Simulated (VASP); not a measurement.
Input of a VASP 6.6.1 run:

Contents of INCAR:

```
SYSTEM = SrO
PREC = Accurate ; ENCUT = 520
EDIFF = 1E-6 ; ISMEAR = -1
SIGMA = 0.146 ; LREAL = Auto
LASPH = .TRUE. ; NELM = 100
ALGO = Normal ; ISIF = 2
LWAVE = .FALSE. ; LCHARG = .FALSE.
GGA = PS ; NBANDS = 78
```

File KPOINTS:

```
Automatic mesh
0
G
  2 2 2
  0 0 0
```

File POSCAR:

```
SrO
1.0
    0.0000000000      5.1597854332      5.1597854332
    5.1597854332      0.0000000000      5.1597854332
    5.1597854332      5.1597854332      0.0000000000
Sr O
8 8
Direct
    0.2650193536      0.2633014527      0.2128582698
    0.2318414235      0.2476104901      0.7408389456
    0.2579271013      0.7223409865      0.2472958452
    0.2581992056      0.7423243756      0.7443818255
    0.7816031407      0.2503240719      0.2533383446
    0.7486183389      0.2496392566      0.7430014387
    0.7112178496      0.8026503337      0.2585625928
    0.7442390870      0.7520779789      0.7875310035
   -0.0151046979     -0.0058116758      0.0093771341
   -0.0116954476     -0.0363825206      0.5369701969
    0.0400226914      0.4243605724      0.0081583819
   -0.0012932708      0.4951116734      0.5233519950
    0.4989409993     -0.0093966117      0.0135086044
    0.4668834647     -0.0274006549      0.5263958231
    0.4898313181      0.5064502262     -0.0086178971
    0.5397232183      0.4872981702      0.4576242618
```

Potentials or basis: VASP PAW PBE potentials, release 64 (Sr_sv, O).

Launch:

```sh
$ cat potpaw_PBE.64/Sr_sv/POTCAR potpaw_PBE.64/O/POTCAR > POTCAR
$ mpirun -np 1 vasp_std > vasp.out
```

Problem. Predict the pressure.

Solution. 2.8 GPa.

Problem. What does it give for the band gap on the k mesh?

Solution. 3.42 eV, direct.

Forces on the atoms (eV/Å):
```
Sr   0.759  1.183 -0.760
Sr  -0.786  0.681  0.070
Sr   1.008 -0.157  0.044
Sr   0.170 -0.374 -0.724
Sr  -0.841 -0.157 -1.316
Sr   0.090  0.096  0.655
Sr  -1.049  1.432 -0.433
Sr  -1.370 -0.462 -0.468
O   -0.323  0.027  0.249
O    0.037 -0.462  0.656
O    0.954 -1.265  1.066
O   -0.316 -0.731  0.002
O    0.072 -0.328  0.162
O    0.482  0.135  1.225
O   -0.212  0.441 -0.068
O    1.324 -0.060 -0.359
```

Caveat: the k points lie up to 0.53 Å⁻¹ apart; the PAW data sets were made with another functional, which shifts forces and pressure a little. A hybrid or GW would open this gap; PBEsol tends to underestimate it.
